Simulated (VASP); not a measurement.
Input of a VASP 6.6.1 run:

INCAR

```
SYSTEM = NaRh2
PREC = Accurate
ENCUT = 500
EDIFF = 1E-6
ISMEAR = 0
SIGMA = 0.1
LREAL = .False.
LASPH = .True.
NELM = 120
ALGO = Normal
ISIF = 2
LWAVE = .False.
LCHARG = .False.
GGA = PE
NBANDS = 26
GGA_COMPAT = .False.
```

KPOINTS

```
Automatic mesh
0
Gamma
  12 12 18
  0 0 0
```

File POSCAR:

```
NaRh2
1.0
    4.5592528098      0.0000000000      0.0000000000
   -2.2796264049      3.9484287556      0.0000000000
    0.0000000000      0.0000000000      2.6619836877
Na Rh
1 2
Direct
    0.0000000000      0.0000000000      0.0000000000
    0.3333333333      0.6666666667      0.5000000000
    0.6666666667      0.3333333333      0.5000000000
```

Potentials or basis: VASP PAW PBE potentials, release 64 (Na_pv, Rh_pv).

Run with:

```bash
$ cat potpaw_PBE.64/Na_pv/POTCAR potpaw_PBE.64/Rh_pv/POTCAR > POTCAR
$ mpirun -np 1 vasp_std > vasp.out
```

**Question.** What does it give for the band gap on the k mesh?

**Answer.** Zero (an odd number of electrons rules out a gap without spin polarisation).

**Question.** Predict the pressure.

**Answer.** 0.1 GPa.
